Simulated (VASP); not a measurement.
Input of a VASP 6.6.1 run:

The input INCAR:

```
  ALGO = Normal
  EDIFF = 1E-6
  ENCUT = 520
  GGA = PE
  ISIF = 2
  ISMEAR = 0
  LASPH = True
  LCHARG = False
  LREAL = False
  LWAVE = False
  NBANDS = 11
  NELM = 60
  PREC = Accurate
  SIGMA = 0.3
```

File KPOINTS:

```
k-points
0
Gamma
  9 9 9
```

Contents of POSCAR:

```
Sr
1.0
    0.0000000000      3.0191365063      3.0191365063
    3.0191365063      0.0000000000      3.0191365063
    3.0191365063      3.0191365063      0.0000000000
Sr
1
Direct
    0.0000000000      0.0000000000      0.0000000000
```

Potentials or basis: VASP PAW PBE potentials, release 64 (Sr_sv).

The run is started by

```bash
$ cat potpaw_PBE.64/Sr_sv/POTCAR > POTCAR
$ mpirun -np 1 vasp_std > vasp.out
```

Problem. What does it give for the pressure?

Solution. 0.0 GPa.

Caveat: so wide a smearing shifts energies and pressures.
